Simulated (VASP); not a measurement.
# Ir (Fm-3m) in VASP: single point with PBEsol

Aim: the single point of Ir with PBEsol.

Program: VASP 6.6.1. These are calculated values, not measurements. Logs are shortened: lines on timing, memory, paths and dates and some standing lists are left out, and cuts for length are marked.

## 1. The cell of the first run

Symmetry: Fm-3m, No. 225, cubic system. Conventional cell: a = 3.829 Å, b = 3.829 Å, c = 3.829 Å, α = 90.00°, β = 90.00°, γ = 90.00°. Ir (site symmetry m-3m) has 12 Ir at 2.71 Å within 3.6 Å.

## 2. Single point, PBEsol

File INCAR:

```
SYSTEM = Ir
ALGO = Normal ; EDIFF = 1E-6
ENCUT = 560 ; GGA = PS
GGA_COMPAT = .False. ; ISIF = 2
ISMEAR = -1 ; LASPH = .True.
LCHARG = .False. ; LREAL = .False.
LWAVE = .False. ; NBANDS = 14
NELM = 120 ; PREC = Accurate
SIGMA = 0.1
```

File KPOINTS:

```
k-points
0
Gamma
  9 9 9
  0 0 0
```

File POSCAR:

```
Ir
1.0
    0.0000000000      1.9145423054      1.9145423054
    1.9145423054      0.0000000000      1.9145423054
    1.9145423054      1.9145423054      0.0000000000
Ir
1
Direct
    0.0000000000      0.0000000000      0.0000000000
```

Potentials or basis: VASP PAW PBE potentials, release 64 (Ir_sv_GW).

Command:

```sh
$ cat potpaw_PBE.64/Ir_sv_GW/POTCAR > POTCAR
$ mpirun -np 1 vasp_std > vasp.out
```

OUTCAR:

```text
SYSTEM = Ir
   EDIFF = 1E-6
   ENCUT = 560
   GGA = PS
   ISIF = 2
   ISMEAR = -1
   LASPH = .True.
   LREAL = .False.
   NELM = 120
   PREC = Accurate

 ion  position               nearest neighbor table
   1  0.000  0.000  0.000-

  LATTYP: Found a face centered cubic cell.
 ALAT       =     3.8290846108

  Lattice vectors:

 A1 = (   0.0000000000,   1.9145423054,   1.9145423054)
 A2 = (   1.9145423054,   0.0000000000,   1.9145423054)
 A3 = (   1.9145423054,   1.9145423054,   0.0000000000)

Analysis of symmetry for initial positions (statically):
=====================================================================
 Subroutine PRICEL returns:
 Original cell was already a primitive cell.

 Routine SETGRP: Setting up the symmetry group for a
 face centered cubic supercell.

 Subroutine GETGRP returns: Found 48 space group operations
 (whereof 48 operations were pure point group operations)
 out of a pool of 48 trial point group operations.

The static configuration has the point symmetry O_h .

Analysis of symmetry for dynamics (positions and initial velocities):
=====================================================================
 Subroutine PRICEL returns:
 Original cell was already a primitive cell.

 Routine SETGRP: Setting up the symmetry group for a
 face centered cubic supercell.

 Subroutine GETGRP returns: Found 48 space group operations
 (whereof 48 operations were pure point group operations)
 out of a pool of 48 trial point group operations.

The dynamic configuration has the point symmetry O_h .

 Subroutine INISYM returns: Found 48 space group operations
 (whereof 48 operations are pure point group operations),
 and found     1 'primitive' translations

----------------------------------------------------------------------------------------

                                     Primitive cell

  volume of cell :      14.0354

  direct lattice vectors                    reciprocal lattice vectors
     0.000000000  1.914542305  1.914542305    -0.261159024  0.261159024  0.261159024
     1.914542305  0.000000000  1.914542305     0.261159024 -0.261159024  0.261159024
     1.914542305  1.914542305  0.000000000     0.261159024  0.261159024 -0.261159024

  length of vectors
     2.707571694  2.707571694  2.707571694     0.452340699  0.452340699  0.452340699

  position of ions in fractional coordinates (direct lattice)
     0.000000000  0.000000000  0.000000000

  ion indices of the primitive-cell ions
   primitive index   ion index
                 1           1

----------------------------------------------------------------------------------------

 KPOINTS: k-points

Automatic generation of k-mesh.
 Grid dimensions read from file:
 generate k-points for:    9    9    9

 Generating k-lattice:

  Cartesian coordinates                     Fractional coordinates (reciprocal lattice)
    -0.029017669  0.029017669  0.029017669     0.111111111  0.000000000  0.000000000
     0.029017669 -0.029017669  0.029017669     0.000000000  0.111111111  0.000000000
     0.029017669  0.029017669 -0.029017669     0.000000000  0.000000000  0.111111111

  Length of vectors
     0.050260078  0.050260078  0.050260078

  Shift w.r.t. Gamma in fractional coordinates (k-lattice)
     0.000000000  0.000000000  0.000000000

 Subroutine IBZKPT returns following result:
 ===========================================

 Found     35 irreducible k-points:

 Following reciprocal coordinates:
            Coordinates               Weight
  0.000000  0.000000  0.000000      1.000000
  0.111111  0.000000  0.000000      8.000000
  0.222222  0.000000  0.000000      8.000000
  0.333333  0.000000  0.000000      8.000000
  0.444444  0.000000  0.000000      8.000000
  0.111111  0.111111  0.000000      6.000000
[... 16 lines left out ...]
 -0.333333  0.333333  0.000000     12.000000
  0.444444  0.444444  0.000000      6.000000
 [... further k-points ...]
   k-points           NKPTS =     35   k-points in BZ     NKDIM =     35   number of bands    NBANDS=     14
   number of dos      NEDOS =    301   number of ions     NIONS =      1
   total plane-waves  NPLWV =  13824
   dimension x,y,z NGX =    24 NGY =   24 NGZ =   24
   dimension x,y,z NGXF=    48 NGYF=   48 NGZF=   48
   ions per type =               1
   NGX,Y,Z   is equivalent  to a cutoff of  14.74, 14.74, 14.74 a.u.
   NGXF,Y,Z  is equivalent  to a cutoff of  29.47, 29.47, 29.47 a.u.
 SYSTEM =  Ir
   PREC   = accura    normal or accurate (medium, high low for compatibility)
   ISTART =      0    job   : 0-new  1-cont  2-samecut
   ICHARG =      2    charge: 1-file 2-atom 10-const
   ISPIN  =      1    spin polarized calculation?
   LNONCOLLINEAR =      F non collinear calculations
   LSORBIT =      F    spin-orbit coupling
   LASPH  =      T    aspherical Exc in radial PAW
   ENCUT  =  560.0 eV  41.16 Ry    6.42 a.u.   5.22  5.22  5.22*2*pi/ulx,y,z
   NELM   =    120;   NELMIN=  2; NELMDL= -5     # of ELM steps
   EDIFF  = 0.1E-05   stopping-criterion for ELM
   LREAL  =      F    real-space projection
   EDIFFG = 0.1E-04   stopping-criterion for IOM
   NSW    =      0    number of steps for IOM
   IBRION =     -1    ionic relax: 0-MD 1-quasi-New 2-CG
   NFREE  =      0    steps in history (QN), initial steepest desc. (CG)
   ISIF   =      2    stress and relaxation
   ISYM   =      2    0-nonsym 1-usesym 2-fastsym
   POTIM  = 0.5000    time-step for ionic-motion
   TEBEG  =    0.0;   TEEND  =   0.0 temperature during run
   PSTRESS=    0.0 pullay stress
   NELECT =      17.0000    total number of electrons
   NUPDOWN=      -1.0000    fix difference up-down
   EMIN   =  10.00;   EMAX   =-10.00  energy-range for DOS
   EFERMI =   0.00;   METHOD = LEGACY
   ISMEAR =    -1;   SIGMA  =   0.10  broadening in eV -4-tet -1-fermi 0-gaus
   EFERMI_NEDOS =   21; number of points for ismear=-14 and -15
   IALGO  =     38    algorithm
   IMIX   =      4    mixing-type and parameters
     AMIX     =   0.40;   BMIX     =  1.00
     AMIX_MAG =   1.60;   BMIX_MAG =  1.00
  volume/ion in A,a.u.               =      14.04        94.72
  Fermi-wavevector in a.u.,A,eV,Ry     =   1.745083  3.297729 41.434038  3.045316
  Thomas-Fermi vector in A             =   2.816839
   LORBIT       =      0    0 simple, 1 ext, 2 COOP (PROOUT), +10 PAW based schemes
   GGA     = PS    functional components
   LHFCALC =     F    Hartree Fock is set to
   AEXX    =    0.0000 exact exchange contribution
   IVDW    =     0    specifies the selected vdW correction
   LEPSILON=     F    determine dielectric tensor
   LRPA    =     F    only Hartree local field effects (RPA)
 non-spin polarized calculation
  energy-cutoff  :      560.00
  volume of cell :       14.04
 maximum number of plane-waves:       440
 NGX is ok and might be reduce to    24
   NGX = 11   NGY = 11   NGZ = 11

 number of electron      17.0000000 magnetization

 Free energy of the ion-electron system (eV)
  ---------------------------------------------------
  ext. energy  EPLUGINS =         0.00000000
  ---------------------------------------------------
  free energy    TOTEN  =       -10.43103156 eV

  energy without entropy =      -10.41108061  energy(sigma->0) =      -10.42105608

 E-fermi :  12.7673     XC(G=0): -14.7581

 val. band max:       12.6579893694   @ k =   0.3333   0.0000   0.0000
 cond. band min:      12.8454752023   @ k =  -0.4444   0.4444   0.1111
 fundamental gap:      0.1874858329
 Fermi energy:        12.7672991129

 k-point     1 :       0.0000    0.0000    0.0000
  band No.  band energies     occupation
      1     -80.1675      2.00000
      2     -36.5408      2.00000
      3     -36.5408      2.00000
      4     -36.5408      2.00000
      5       1.6321      2.00000
      6       8.9476      2.00000
      7       8.9476      2.00000
      8       8.9476      2.00000
      9      11.6830      1.99996
     10      11.6830      1.99996
     11      26.4644      0.00000
     12      31.9972      0.00000
     13      31.9972      0.00000
     14      31.9972      0.00000

 k-point     2 :       0.1111    0.0000    0.0000
  band No.  band energies     occupation
      1     -80.1602      2.00000
      2     -36.6399      2.00000
      3     -36.5545      2.00000
      4     -36.5545      2.00000
      5       2.1761      2.00000
      6       8.6758      2.00000
      7       9.1663      2.00000
      8       9.1663      2.00000
      9      11.5529      1.99999
     10      11.5529      1.99999
     11      27.3826      0.00000
     12      30.0220      0.00000
     13      32.9191      0.00000
     14      32.9191      0.00000

 k-point     3 :       0.2222    0.0000    0.0000
  band No.  band energies     occupation
      1     -80.1401      2.00000
      2     -36.8840      2.00000
      3     -36.5886      2.00000
      4     -36.5886      2.00000
      5       3.5188      2.00000
      6       8.3589      2.00000
      7       9.4181      2.00000
      8       9.4181      2.00000
      9      11.6772      1.99996
     10      11.6772      1.99996
     11      27.0308      0.00000
     12      29.1737      0.00000
     13      35.3977      0.00000
     14      35.3977      0.00000
[... 324 lines left out ...]
 k-point    23 :      -0.3333    0.3333    0.0000
  band No.  band energies     occupation
      1     -80.0838      2.00000
      2     -37.0916      2.00000
      3     -37.0879      2.00000
      4     -36.7407      2.00000
      5       6.3370      2.00000
      6       7.4964      2.00000
      7       8.9601      2.00000
      8      11.2523      2.00000
      9      12.8985      0.42424
     10      17.8660      0.00000
     11      22.9015      0.00000
     12      23.8739      0.00000
     13      30.5874      0.00000
     14      32.1925      0.00000

 k-point    24 :       0.4444    0.4444    0.0000
  band No.  band energies     occupation
      1     -80.0814      2.00000
      2     -37.2839      2.00000
      3     -36.8336      2.00000
      4     -36.8336      2.00000
      5       4.9366      2.00000
      6       5.5283      2.00000
      7      13.7092      0.00016
      8      13.7774      0.00008
      9      14.0920      0.00000
     10      14.0920      0.00000
     11      24.4919      0.00000
     12      24.8620      0.00000
     13      24.8620      0.00000
     14      33.9583      0.00000

 [... further k-points ...]

------------------------ aborting loop because EDIFF is reached ----------------------------------------

  FORCE on cell =-STRESS in cart. coord.  units (eV):
  Direction    XX          YY          ZZ          XY          YZ          ZX
  --------------------------------------------------------------------------------------
  -------------------------------------------------------------------------------------
  Total       -0.1585429     -0.1585429     -0.1585429      0.0000000     -0.0000000      0.0000000
  in kB      -18.0980772    -18.0980772    -18.0980772      0.0000000     -0.0000000      0.0000000
  external PRESSURE =     -18.0980772 kB  Pullay stress =       0.0000000 kB

 VOLUME and BASIS-vectors are now :
 -----------------------------------------------------------------------------
  energy-cutoff  :      560.00
  volume of cell :       14.04
      direct lattice vectors                 reciprocal lattice vectors
     0.000000000  1.914542305  1.914542305    -0.261159024  0.261159024  0.261159024
     1.914542305  0.000000000  1.914542305     0.261159024 -0.261159024  0.261159024
     1.914542305  1.914542305  0.000000000     0.261159024  0.261159024 -0.261159024

 POSITION                                       TOTAL-FORCE (eV/Angst)
 -----------------------------------------------------------------------------------
      0.00000      0.00000      0.00000         0.000000      0.000000      0.000000
 -----------------------------------------------------------------------------------
    total drift:                               -0.000000     -0.000000      0.000000

  FREE ENERGIE OF THE ION-ELECTRON SYSTEM (eV)
  ---------------------------------------------------
  free  energy   TOTEN  =       -10.4310315615 eV

  energy  without entropy=      -10.4110806055  energy(sigma->0) =      -10.42105608
```

It took 11 s on 1 thread of AMD EPYC 7R43 (Zen 3), shared host; peak memory 0.11 GiB.

Results:

```yaml
Free_energy: -10.4310 eV
Pressure: -1.8 GPa
Band_gap_on_the_k_mesh: zero (an odd number of electrons rules out a gap without spin polarisation)
```

Levels at points of the mesh, in eV from the Fermi level:
| k point | band 7 | band 8 | band 9 | band 10 | band 11 | band 12 |
| --- | --- | --- | --- | --- | --- | --- |
| (0.00, 0.00, 0.00) | -3.82 | -3.82 | -1.08 | -1.08 | 13.70 | 19.23 |

Caveat: the PAW data sets were made with another functional, which shifts forces and pressure a little; spin-orbit coupling is left out, which moves the levels of the heavy elements.

The gap in the log of VASP goes by the Fermi energy; the results here count the filled bands.